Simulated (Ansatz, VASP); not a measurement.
Mg in VASP and in Ansatz

```xyz
2
Lattice="3.2085 0.0000 0.0000 -1.6042 2.7786 0.0000 0.0000 0.0000 5.1442" Properties=species:S:1:pos:R:3 pbc="T T T"
Mg    0.0000    1.8524    1.2861
Mg    1.6042    0.9262    3.8582
```

Alike in both runs: functional PBE; k mesh 18 × 18 × 8; occupations gaussian, width 0.1 eV; no spin polarisation.

Ansatz relaxed the structure, and its values are those at the end. VASP's run is a single point on that final structure, the one shown.

|  | VASP | Ansatz |
| --- | --- | --- |
| version | VASP 6.6.1 | Ansatz 0.2.0 |
| potentials or method | VASP PAW PBE potentials, release 64 (Mg), cutoff 520 eV | scalar-relativistic, plane waves, PAW |
| valence electrons in the cell | 4 | 20 |

|  | VASP | Ansatz | Ansatz less VASP |
| --- | --- | --- | --- |
| gap on the k mesh at the Fermi level (eV) | none | none | - |
| pressure (GPa) | -0.1 | 0.0 | +0.13 |

A gap of «none» marks a metal or a gap that the smearing closes. VASP's potentials hold 4 valence electrons a cell and Ansatz's 20, so a difference there can come from the potentials and not from the codes.
